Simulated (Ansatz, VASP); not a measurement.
**Sc3B2Sb in VASP and in Ansatz**

The input INCAR:

```
SYSTEM = Sc3B2Sb
PREC = Accurate
ENCUT = 600
EDIFF = 1E-6
ISMEAR = 0
SIGMA = 0.1
LREAL = .FALSE.
LASPH = .TRUE.
NELM = 60
ALGO = Normal
ISIF = 3
LWAVE = .FALSE.
LCHARG = .FALSE.
GGA = PE
IBRION = 2
NSW = 90
EDIFFG = -0.04
```

KPOINTS

```
regular mesh
0
G
  4 4 4
  0 0 0
```

POSCAR

```
Sc3B2Sb
1.0
    4.3652301400      0.0000000000      0.0000000000
    0.0000000000      4.3652301400      0.0000000000
    0.0000000000      0.0000000000      6.5079158900
Sc B Sb
3 2 1
Direct
    0.5000000000      0.0000000000      0.8479632900
    0.0000000000      0.5000000000      0.8479632900
    0.5000000000      0.5000000000      0.7319311300
    0.5000000000      0.0000000000      0.5780020800
    0.0000000000      0.5000000000      0.5780020800
    0.0000000000      0.0000000000      0.1868938600
```

Input for Ansatz:

```yaml
crystal:
  lattice:
    - [4.36523014, 0.0, 0.0]
    - [0.0, 4.36523014, 0.0]
    - [0.0, 0.0, 6.50791589]
  atoms:
    - { symbol: Sc, position: [0.5, 0.0, 0.84796329] }
    - { symbol: Sc, position: [0.0, 0.5, 0.84796329] }
    - { symbol: Sc, position: [0.5, 0.5, 0.73193113] }
    - { symbol: B, position: [0.5, 0.0, 0.57800208] }
    - { symbol: B, position: [0.0, 0.5, 0.57800208] }
    - { symbol: Sb, position: [0.0, 0.0, 0.18689386] }
basis:
  ecutwfc: 420
kpoints:
  mp_grid: { grid: [4, 4, 4] }
hamiltonian:
  xc: pbe
scf:
  occupations: { method: gaussian, width: 0.1 }
  lower_state_search: "off"
output:
  forces: true
  stress: true
  eigenvalues: true
relax:
  adjacent_minimum: "off"
  f_tol: 0.04
  max_steps: 70
  cell: { stress_tol: 0.4 }
```

Alike in both runs: task relaxation of cell and atoms; functional PBE; k mesh 4 × 4 × 4; occupations gaussian, width 0.1 eV; no spin polarisation.

|  | VASP | Ansatz |
| --- | --- | --- |
| version | VASP 6.6.1 | Ansatz 0.2.0 |
| potentials or method | VASP PAW PBE potentials, release 64 (Sc_sv, B, Sb), cutoff 600 eV | scalar-relativistic, plane waves, PAW |
| valence electrons in the cell | 44 | 54 |

|  | VASP | Ansatz | Ansatz less VASP |
| --- | --- | --- | --- |
| gap on the k mesh at the Fermi level, each at its own relaxed structure (eV) | none | none | - |
| relaxed volume (Å³/atom) | 19.04 | 18.96 | -0.087 |
| relaxed length of the cell vector where the two differ most in proportion (Å) | 4.703 | 4.692 | -0.0109 |

A gap of «none» marks a metal or a gap that the smearing closes. VASP's potentials hold 44 valence electrons a cell and Ansatz's 54, so a difference there can come from the potentials and not from the codes.

Spin-orbit coupling is off throughout.
